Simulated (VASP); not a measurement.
# Ag16P in VASP: single point with PBE+D3(BJ)

Aim: the single point of Ag16P with PBE+D3(BJ).

All numbers are computed with VASP 6.6.1; they aren't measurements. Logs are shortened: lines on timing, memory, paths and dates and some standing lists are left out, and cuts for length are marked.

### 1 The cell of the first run

The cell holds a slab with vacuum, 17 atoms: a = 8.180 Å, b = 5.784 Å, c = 15.338 Å, α = 90.00°, β = 90.00°, γ = 90.00°.

### 2 Single point, PBE+D3(BJ)

Input file INCAR:

```
ALGO     = Normal         # electronic algorithm
EDIFF    = 1E-6           # SCF threshold, eV
ENCUT    = 520            # plane-wave cutoff, eV
GGA      = PE             # functional
ISIF     = 2              # what is computed and relaxed
ISMEAR   = 0              # smearing method
IVDW     = 12             # dispersion correction
LASPH    = T              # aspherical terms in the spheres
LCHARG   = T              # write CHGCAR
LELF     = T              # ELF
LREAL    = Auto         
LVHAR    = T            
LWAVE    = F              # write WAVECAR
NBANDS   = 104            # bands
NELM     = 80             # most SCF steps
PREC     = Accurate       # precision mode
SIGMA    = 0.15           # smearing width, eV
```

Input file KPOINTS:

```
k-points
0
Gamma
  2 3 1
```

Input file POSCAR:

```
Ag16P
1.0
    8.1800000000      0.0000000000      0.0000000000
    0.0000000000      5.7841330000      0.0000000000
    0.0000000000      0.0000000000     15.3381000000
Ag P
16 1
Direct
    0.2500000000      0.2499999568      0.0651971235
    0.7500000000      0.2499999568      0.0651971235
    0.2500000000      0.7500000432      0.0651971235
    0.7500000000      0.7500000432      0.0651971235
    0.0019229829      0.0001868906      0.1526037123
    0.4979958435      0.0001868906      0.1526086021
   -0.0002009780      0.5001700341      0.1519480249
    0.5001301956      0.5001702070      0.1519461341
    0.2499039120      0.2488409240      0.2556563720
    0.7498892421      0.2450695722      0.2522464973
    0.2499040342      0.7522691819      0.2555986074
    0.7498904645      0.7558462089      0.2522295460
    0.0001874083      0.0005281690      0.3450653601
    0.4995722494      0.0005172772      0.3450763132
   -0.0357465770      0.5005287741      0.3508591025
    0.5354426650      0.5005222045      0.3508316545
    0.2498477995      0.5008040099      0.3902042626
```

Potentials or basis: VASP PAW PBE potentials, release 64 (Ag, P).

Command:

```
cat potpaw_PBE.64/Ag/POTCAR potpaw_PBE.64/P/POTCAR > POTCAR
mpirun -np 1 vasp_std > vasp.out
```

OUTCAR:

```text
EDIFF = 1E-6
   ENCUT = 520
   GGA = PE
   ISIF = 2
   ISMEAR = 0
   IVDW = 12
   LASPH = T
   LREAL = Auto
   NELM = 80
   PREC = Accurate
 IVDW          = 12

 ion  position               nearest neighbor table
   1  0.250  0.250  0.065-   6 2.83   5 2.83   8 2.84   7 2.84   3 2.89   3 2.89   9 2.92
   2  0.750  0.250  0.065-   7 2.84   8 2.84   5 2.85   6 2.85  10 2.87   4 2.89   4 2.89
   3  0.250  0.750  0.065-   6 2.83   5 2.83   8 2.84   7 2.84   1 2.89   1 2.89  11 2.92
   4  0.750  0.750  0.065-   7 2.83   8 2.83   5 2.85   6 2.85  12 2.87   2 2.89   2 2.89
   5  0.002  0.000  0.153-   1 2.83   3 2.83   2 2.85   4 2.85   7 2.89   7 2.89  12 2.93  10 2.93
                            11 2.94   9 2.95  13 2.95
   6  0.498  0.000  0.153-   1 2.83   3 2.83   2 2.85   4 2.85   8 2.89   8 2.89  12 2.93  10 2.93
                            11 2.94   9 2.95  14 2.95
   7  1.000  0.500  0.152-   4 2.83   2 2.84   3 2.84   1 2.84   5 2.89   5 2.89  10 2.95  12 2.95
                             9 2.97  11 2.97  15 3.06
   8  0.500  0.500  0.152-   4 2.83   2 2.84   3 2.84   1 2.84   6 2.89   6 2.89  10 2.95  12 2.95
                             9 2.97  11 2.97  16 3.06
   9  0.250  0.249  0.256-  17 2.53  14 2.85  13 2.85  11 2.87  11 2.91   1 2.92   5 2.95   6 2.95
                             7 2.97   8 2.97  16 3.12  15 3.12
  10  0.750  0.245  0.252-  15 2.75  16 2.75  12 2.83  13 2.87  14 2.87   2 2.87   6 2.93   5 2.93
                             8 2.95   7 2.95  12 2.95
  11  0.250  0.752  0.256-  17 2.53  14 2.85  13 2.85   9 2.87   9 2.91   3 2.92   5 2.94   6 2.94
                             7 2.97   8 2.97  16 3.12  15 3.12
  12  0.750  0.756  0.252-  15 2.75  16 2.75  10 2.83  13 2.87  14 2.87   4 2.87   6 2.93   5 2.93
                             8 2.95  10 2.95   7 2.95
  13  0.000  0.001  0.345-   9 2.85  11 2.85  10 2.87  12 2.87  15 2.91  15 2.91   5 2.95
  14  0.500  0.001  0.345-   9 2.85  11 2.85  10 2.87  12 2.87  16 2.91  16 2.91   6 2.95
  15  0.964  0.501  0.351-  17 2.41  12 2.75  10 2.75  13 2.91  13 2.91   7 3.06   9 3.12  11 3.12
                            16 3.51
  16  0.535  0.501  0.351-  17 2.41  12 2.75  10 2.75  14 2.91  14 2.91   8 3.06   9 3.12  11 3.12
                            15 3.51
  17  0.250  0.501  0.390-  15 2.41  16 2.41  11 2.53   9 2.53

  LATTYP: Found a simple orthorhombic cell.
 ALAT       =     5.7841330000
 B/A-ratio  =     1.4142136773
 C/A-ratio  =     2.6517543770

  Lattice vectors:

 A1 = (   0.0000000000,  -5.7841330000,   0.0000000000)
 A2 = (   8.1800000000,   0.0000000000,   0.0000000000)
 A3 = (   0.0000000000,   0.0000000000,  15.3381000000)

Analysis of symmetry for initial positions (statically):
=====================================================================
 Subroutine PRICEL returns:
 Original cell was already a primitive cell.

 Routine SETGRP: Setting up the symmetry group for a
 simple orthorhombic supercell.

 Subroutine GETGRP returns: Found  1 space group operations
 (whereof  1 operations were pure point group operations)
 out of a pool of  8 trial point group operations.

The static configuration has the point symmetry C_1 .

Analysis of symmetry for dynamics (positions and initial velocities):
=====================================================================
 Subroutine PRICEL returns:
 Original cell was already a primitive cell.

 Routine SETGRP: Setting up the symmetry group for a
 simple orthorhombic supercell.

 Subroutine GETGRP returns: Found  1 space group operations
 (whereof  1 operations were pure point group operations)
 out of a pool of  8 trial point group operations.

The dynamic configuration has the point symmetry C_1 .

 Subroutine INISYM returns: Found  1 space group operations
 (whereof  1 operations are pure point group operations),
 and found     1 'primitive' translations

----------------------------------------------------------------------------------------

                                     Primitive cell

  volume of cell :     725.7101

  direct lattice vectors                    reciprocal lattice vectors
     8.180000000  0.000000000  0.000000000     0.122249389  0.000000000  0.000000000
     0.000000000  5.784133000  0.000000000     0.000000000  0.172886758  0.000000000
     0.000000000  0.000000000 15.338100000     0.000000000  0.000000000  0.065197124

  length of vectors
     8.180000000  5.784133000 15.338100000     0.122249389  0.172886758  0.065197124

  position of ions in fractional coordinates (direct lattice)
     0.250000000  0.249999957  0.065197123
     0.750000000  0.249999957  0.065197123
     0.250000000  0.750000043  0.065197123
     0.750000000  0.750000043  0.065197123
     0.001922983  0.000186891  0.152603712
     0.497995844  0.000186891  0.152608602
[... 9 lines left out ...]
     0.535442665  0.500522205  0.350831654
     0.249847800  0.500804010  0.390204263

  ion indices of the primitive-cell ions
   primitive index   ion index
                 1           1
                 2           2
                 3           3
                 4           4
                 5           5
                 6           6
[... 9 lines left out ...]
                16          16
                17          17

----------------------------------------------------------------------------------------

 KPOINTS: k-points

Automatic generation of k-mesh.
 Grid dimensions read from file:
 generate k-points for:    2    3    1

 Generating k-lattice:

  Cartesian coordinates                     Fractional coordinates (reciprocal lattice)
     0.061124694  0.000000000  0.000000000     0.500000000  0.000000000  0.000000000
     0.000000000  0.057628919  0.000000000     0.000000000  0.333333333  0.000000000
     0.000000000  0.000000000  0.065197124     0.000000000  0.000000000  1.000000000

  Length of vectors
     0.061124694  0.057628919  0.065197124

  Shift w.r.t. Gamma in fractional coordinates (k-lattice)
     0.000000000  0.000000000  0.000000000

 Subroutine IBZKPT returns following result:
 ===========================================

 Found      4 irreducible k-points:

 Following reciprocal coordinates:
            Coordinates               Weight
  0.000000  0.000000  0.000000      1.000000
  0.500000  0.000000  0.000000      1.000000
  0.000000  0.333333  0.000000      2.000000
  0.500000  0.333333  0.000000      2.000000
   k-points           NKPTS =      4   k-points in BZ     NKDIM =      4   number of bands    NBANDS=    104
   number of dos      NEDOS =    301   number of ions     NIONS =     17
   total plane-waves  NPLWV = 368640
   dimension x,y,z NGX =    64 NGY =   48 NGZ =  120
   dimension x,y,z NGXF=   128 NGYF=   96 NGZF=  240
   ions per type =              16   1
   NGX,Y,Z   is equivalent  to a cutoff of  13.01, 13.80, 13.01 a.u.
   NGXF,Y,Z  is equivalent  to a cutoff of  26.01, 27.59, 26.01 a.u.
 SYSTEM =  unknown system
   PREC   = accura    normal or accurate (medium, high low for compatibility)
   ISTART =      0    job   : 0-new  1-cont  2-samecut
   ICHARG =      2    charge: 1-file 2-atom 10-const
   ISPIN  =      1    spin polarized calculation?
   LNONCOLLINEAR =      F non collinear calculations
   LSORBIT =      F    spin-orbit coupling
   LASPH  =      T    aspherical Exc in radial PAW
   ENCUT  =  520.0 eV  38.22 Ry    6.18 a.u.  15.21 10.75 28.52*2*pi/ulx,y,z
   NELM   =     80;   NELMIN=  2; NELMDL= -5     # of ELM steps
   EDIFF  = 0.1E-05   stopping-criterion for ELM
   LREAL  =      T    real-space projection
   EDIFFG = 0.1E-04   stopping-criterion for IOM
   NSW    =      0    number of steps for IOM
   IBRION =     -1    ionic relax: 0-MD 1-quasi-New 2-CG
   NFREE  =      0    steps in history (QN), initial steepest desc. (CG)
   ISIF   =      2    stress and relaxation
   ISYM   =      2    0-nonsym 1-usesym 2-fastsym
   POTIM  = 0.5000    time-step for ionic-motion
   TEBEG  =    0.0;   TEEND  =   0.0 temperature during run
   PSTRESS=    0.0 pullay stress
   NELECT =     181.0000    total number of electrons
   NUPDOWN=      -1.0000    fix difference up-down
   EMIN   =  10.00;   EMAX   =-10.00  energy-range for DOS
   EFERMI =   0.00;   METHOD = LEGACY
   ISMEAR =     0;   SIGMA  =   0.15  broadening in eV -4-tet -1-fermi 0-gaus
   EFERMI_NEDOS =   21; number of points for ismear=-14 and -15
   IALGO  =     38    algorithm
   IMIX   =      4    mixing-type and parameters
     AMIX     =   0.40;   BMIX     =  1.00
     AMIX_MAG =   1.60;   BMIX_MAG =  1.00
  volume/ion in A,a.u.               =      42.69       288.08
  Fermi-wavevector in a.u.,A,eV,Ry     =   1.030497  1.947357 14.448348  1.061924
  Thomas-Fermi vector in A             =   2.164598
   LORBIT       =      0    0 simple, 1 ext, 2 COOP (PROOUT), +10 PAW based schemes
   GGA     = PE    functional components
   LHFCALC =     F    Hartree Fock is set to
   AEXX    =    0.0000 exact exchange contribution
   IVDW    =    12    specifies the selected vdW correction
   LEPSILON=     F    determine dielectric tensor
   LRPA    =     F    only Hartree local field effects (RPA)
 non-spin polarized calculation
 Gauss-broadening in eV      SIGMA  =   0.15
  energy-cutoff  :      520.00
  volume of cell :      725.71
 maximum number of plane-waves:     19590
 NGX is ok and might be reduce to    64
   NGX = 31   NGY = 21   NGZ = 57

 number of electron     180.9999987 magnetization

 Free energy of the ion-electron system (eV)
  ---------------------------------------------------
  ext. energy  EPLUGINS =         0.00000000
  ---------------------------------------------------
  free energy    TOTEN  =       -43.19013269 eV

  energy without entropy =      -43.10269309  energy(sigma->0) =      -43.14641289

 E-fermi :   0.8056     XC(G=0):  -5.9968

 val. band max:        0.7558855738   @ k =   0.0000   0.3333   0.0000
 cond. band min:       0.8382115498   @ k =   0.5000   0.0000   0.0000
 fundamental gap:      0.0823259760
 Fermi energy:         0.8055557931

 k-point     1 :       0.0000    0.0000    0.0000
  band No.  band energies     occupation
      1      -9.7615      2.00000
      2      -5.9851      2.00000
      3      -5.4184      2.00000
      4      -5.3916      2.00000
      5      -5.3450      2.00000
      6      -5.2328      2.00000
[... 94 lines left out ...]
    101       3.9632      0.00000
    102       4.2401      0.00000

 k-point     2 :       0.5000    0.0000    0.0000
  band No.  band energies     occupation
      1      -9.7445      2.00000
      2      -5.7790      2.00000
      3      -5.5676      2.00000
      4      -5.4138      2.00000
      5      -5.2591      2.00000
      6      -5.1616      2.00000
[... 94 lines left out ...]
    101       3.6571      0.00000
    102       4.3518      0.00000

 k-point     3 :       0.0000    0.3333    0.0000
  band No.  band energies     occupation
      1      -9.7312      2.00000
      2      -5.5565      2.00000
      3      -5.1702      2.00000
      4      -5.1137      2.00000
      5      -5.0464      2.00000
      6      -5.0303      2.00000
[... 94 lines left out ...]
    101       4.1712      0.00000
    102       4.7449      0.00000

 k-point     4 :       0.5000    0.3333    0.0000
  band No.  band energies     occupation
      1      -9.7160      2.00000
      2      -5.4053      2.00000
      3      -5.2284      2.00000
      4      -5.1771      2.00000
      5      -5.0186      2.00000
      6      -4.9965      2.00000
[... 94 lines left out ...]
    101       3.8316      0.00000
    102       4.3227      0.00000
 [bands above 102 left out]

------------------------ aborting loop because EDIFF is reached ----------------------------------------

 Edisp (eV)   -6.23934

 E8    (eV) :    -2.8389

  FORCE on cell =-STRESS in cart. coord.  units (eV):
  Direction    XX          YY          ZZ          XY          YZ          ZX
  --------------------------------------------------------------------------------------
  -------------------------------------------------------------------------------------
  Total      -6.24548    -6.58969    -0.77312     0.00015    -0.01959     0.01239
  in kB     -13.78837   -14.54830    -1.70684     0.00033    -0.04324     0.02736
  external pressure =      -10.01 kB  Pullay stress =        0.00 kB

 VOLUME and BASIS-vectors are now :
 -----------------------------------------------------------------------------
  energy-cutoff  :      520.00
  volume of cell :      725.71
      direct lattice vectors                 reciprocal lattice vectors
     8.180000000  0.000000000  0.000000000     0.122249389  0.000000000  0.000000000
     0.000000000  5.784133000  0.000000000     0.000000000  0.172886758  0.000000000
     0.000000000  0.000000000 15.338100000     0.000000000  0.000000000  0.065197124

 POSITION                                       TOTAL-FORCE (eV/Angst)
 -----------------------------------------------------------------------------------
      2.04500      1.44603      1.00000        -0.001127      0.174402      0.114451
      6.13500      1.44603      1.00000        -0.001061      0.018406     -0.067358
      2.04500      4.33810      1.00000        -0.001125     -0.170716      0.113495
      6.13500      4.33810      1.00000        -0.001059     -0.015213     -0.067117
      0.01573      0.00108      2.34065         0.006417      0.000069     -0.008914
      4.07361      0.00108      2.34073        -0.006036      0.000242     -0.009116
[... 9 lines left out ...]
      4.37992      2.89509      5.38109         0.038155     -0.001492     -0.011054
      2.04375      2.89672      5.98499        -0.000091     -0.001278     -0.038947
 -----------------------------------------------------------------------------------
    total drift:                                0.001194     -0.004526     -0.010808

  FREE ENERGIE OF THE ION-ELECTRON SYSTEM (eV)
  ---------------------------------------------------
  free  energy   TOTEN  =       -49.4294682237 eV

  energy  without entropy=      -49.3420286188  energy(sigma->0) =      -49.38574842
```

Wall time 18 min (1 thread of Intel Xeon 8259CL, shared host); peak memory 0.81 GiB.

What came out:

```
Free energy                : -49.4295 eV
Largest force              : 0.209 eV/Å
Band gap on the k mesh     : zero (an odd number of electrons rules out a gap without spin polarisation)
Dispersion energy per atom : -0.367 eV
```

Forces in eV/Å, atoms in the order of the input:
```
Ag  -0.001  0.174  0.114
Ag  -0.001  0.018 -0.067
Ag  -0.001 -0.171  0.113
Ag  -0.001 -0.015 -0.067
Ag   0.006  0.000 -0.009
Ag  -0.006  0.000 -0.009
Ag   0.014 -0.001 -0.001
Ag  -0.013  0.000 -0.002
Ag   0.000  0.005  0.032
Ag   0.001 -0.009 -0.005
Ag   0.000 -0.008  0.030
Ag   0.000  0.009 -0.004
Ag   0.012  0.000 -0.031
Ag  -0.011  0.000 -0.031
Ag  -0.037 -0.001 -0.012
Ag   0.038 -0.001 -0.011
P    0.000 -0.001 -0.039
```

Caveat: the k points lie up to 0.38 Å⁻¹ apart, too coarse for converged energies and pressures of a metal; there is no dipole correction, which matters where the two faces differ.

The gap in the log of VASP goes by the Fermi energy; the results here count the filled bands.